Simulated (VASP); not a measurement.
Ta3Cu: relaxation of cell and atoms with PBEsol

The system is Ta3Cu.

```
Ta Cu
1.0
    -2.00651    2.00651    4.20817
     2.00651   -2.00651    4.20817
     2.00651    2.00651   -4.20817
Ta Cu
3 1
Direct
  0.50000 0.50000 0.00000
  0.25000 0.75000 0.50000
  0.75000 0.25000 0.50000
  0.00000 0.00000 0.00000
```

| Quantity | Value |
| --- | --- |
| Program | VASP 6.6.1 |
| Task | relaxation of cell and atoms |
| Functional | PBEsol |
| Potentials or basis | VASP PAW PBE potentials, release 64 (Ta_pv, Cu) |
| Cutoff | 600 eV |
| k mesh | 9 × 9 × 9 |
| Occupations | fermi-dirac, width 0.05 eV |
| Spin | no spin polarisation |
| Dipole correction | no |
| Further INCAR settings | ALGO = Fast; EDIFF = 1e-06; IBRION = 2; EDIFFG = -0.01; NSW = 60; ISIF = 3 |

- Relaxed volume: 16.39 Å³/atom
- Relaxed cell: a = 5.006 Å, b = 5.006 Å, c = 5.006 Å, α = 133.15°, β = 133.15°, γ = 68.42°
- Space group after relaxing (to 0.1 Å): I4/mmm (No. 139)
- Energy gained by relaxing: 10.6 meV/atom
- Ionic steps: 9
- Pressure after relaxing: 0.0 GPa
- Band gap on the k mesh: zero (bands 22 and 23 overlap by 1.45 eV)

Step by step:
| step | energy change (eV) | largest force (eV/Å) | pressure (GPa) | volume (Å³) |
| --- | --- | --- | --- | --- |
| 1 | 0.0000 | 0.0000 | -5.94 | 67.77 |
| 2 | 0.1062 | 0.0000 | 13.14 | 61.79 |
| 3 | -0.0418 | 0.0000 | 0.06 | 65.63 |
| 4 | -0.0418 | 0.0000 | -0.23 | 65.67 |
| 5 | -0.0422 | 0.0000 | -0.20 | 65.66 |
| 6 | -0.0424 | 0.0000 | -0.20 | 65.65 |
| 7 | -0.0425 | 0.0000 | -0.19 | 65.64 |
| 8 | -0.0423 | 0.0000 | 0.51 | 65.43 |
| 9 | -0.0425 | 0.0000 | 0.02 | 65.58 |

Final structure:
```cif
data_structure
_symmetry_space_group_name_H-M 'P 1'
_symmetry_Int_Tables_number 1
_cell_length_a 5.0057
_cell_length_b 5.0057
_cell_length_c 5.0057
_cell_angle_alpha 133.149
_cell_angle_beta 133.149
_cell_angle_gamma 68.420
_cell_volume 65.58
loop_
_atom_site_label
_atom_site_type_symbol
_atom_site_fract_x
_atom_site_fract_y
_atom_site_fract_z
_atom_site_occupancy
Ta1 Ta 0.50000 0.50000 0.00000 1
Ta2 Ta 0.25000 0.75000 0.50000 1
Ta3 Ta 0.75000 0.25000 0.50000 1
Cu1 Cu 0.00000 0.00000 0.00000 1
```

Levels at points of the mesh, in eV from the Fermi level:
```csv
k point,band 18,band 19,band 20,band 21,band 22,band 23,band 24,band 25,band 26
"(0.00, 0.00, 0.00)",-1.95,-1.73,-1.73,-0.21,-0.21,0.05,2.23,2.34,2.59
```

Wall time 31 min on 1 thread of Intel(R) Xeon(R) Platinum 8488C (Sapphire Rapids) (shared host), peak memory 0.41 GiB.

Caveat: the PAW data sets were made with another functional, which shifts forces and pressure a little; spin-orbit coupling is left out, which moves the levels of the heavy elements.
